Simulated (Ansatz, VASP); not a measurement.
CdF2 in VASP and in Ansatz

```xyz
3
Lattice="0.0000 2.6940 2.6940 2.5930 0.0000 2.6940 2.5930 2.6940 0.0000" Properties=species:S:1:pos:R:3 pbc="T T T"
Cd    0.0000    0.0000    0.0000
F     1.2965    1.3470    1.3470
F     3.8895    4.0410    4.0410
```

Change from the starting cell: strain -0.0375 x Voigt [1, 0, 0, 0, 0, 0], atoms carried along.

Alike in both runs: task single point; functional r2SCAN; k mesh 8 × 8 × 8; occupations gaussian, width 0.05 eV; no spin polarisation.

|  | VASP | Ansatz |
| --- | --- | --- |
| version | VASP 6.6.1 | Ansatz 0.2.0 |
| potentials or method | VASP PAW PBE potentials, release 64 (Cd, F), cutoff 520 eV | scalar-relativistic, plane waves, PAW |
| valence electrons in the cell | 26 | 34 |

|  | VASP | Ansatz | Ansatz less VASP |
| --- | --- | --- | --- |
| gap on the k mesh at the Fermi level (eV) | 3.84 | 3.89 | +0.047 |
| least direct gap on the mesh (eV) | 4.28 | 4.34 | +0.056 |
| pressure (GPa) | 6.0 | 4.7 | -1.24 |
| traceless stress, the component that is largest in VASP (GPa) | 3.05 | 3.09 | +0.048 |

VASP's potentials were made for PBE, not for r2SCAN. VASP's potentials hold 26 valence electrons a cell and Ansatz's 34, so a difference there can come from the potentials and not from the codes.
